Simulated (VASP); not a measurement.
Crystal: Ca3Nb.

```xyz
4
Lattice="4.6140 0.0000 0.0000 0.0000 4.6140 0.0000 0.0000 0.0000 4.6140" Properties=species:S:1:pos:R:3 pbc="T T T"
Ca    0.0000    2.3070    2.3070
Ca    2.3070    0.0000    2.3070
Ca    2.3070    2.3070    0.0000
Nb    0.0000    0.0000    0.0000
```

| Item | Value |
| --- | --- |
| Program | VASP 6.6.1 |
| Task | relaxation of cell and atoms |
| Functional | PBE |
| Potentials or basis | VASP PAW PBE potentials, release 64 (Ca_sv, Nb_sv) |
| Cutoff | 600 eV |
| k mesh | 4 × 4 × 4 |
| Occupations | gaussian, width 0.1 eV |
| Spin | no spin polarisation |

At the start: pressure 10.3 GPa; volume 24.56 Å³/atom.

Task: Where does the relaxation end?

Result: Over 3 steps the energy falls by 174.5 meV/atom and the volume is 31.01 Å³/atom (+26.3 %); space group Pm-3m (No. 221, to 0.1 Å) before and after.

The path:
```tsv
step	energy change (eV)	largest force (eV/Å)	pressure (GPa)	volume (Å³)
1	0.0000	0.0000	10.30	98.23
2	-0.6964	0.0000	0.37	122.42
3	-0.6979	0.0000	-0.06	124.06
```

Final structure:
```xyz
4
Lattice="4.9874 0.0000 0.0000 0.0000 4.9874 0.0000 0.0000 0.0000 4.9874" Properties=species:S:1:pos:R:3 pbc="T T T"
Ca    0.0000    2.4937    2.4937
Ca    2.4937    0.0000    2.4937
Ca    2.4937    2.4937    0.0000
Nb    0.0000    0.0000    0.0000
```

Caveat: the volume moved by over 15 % at a fixed basis, so the end points are rough.
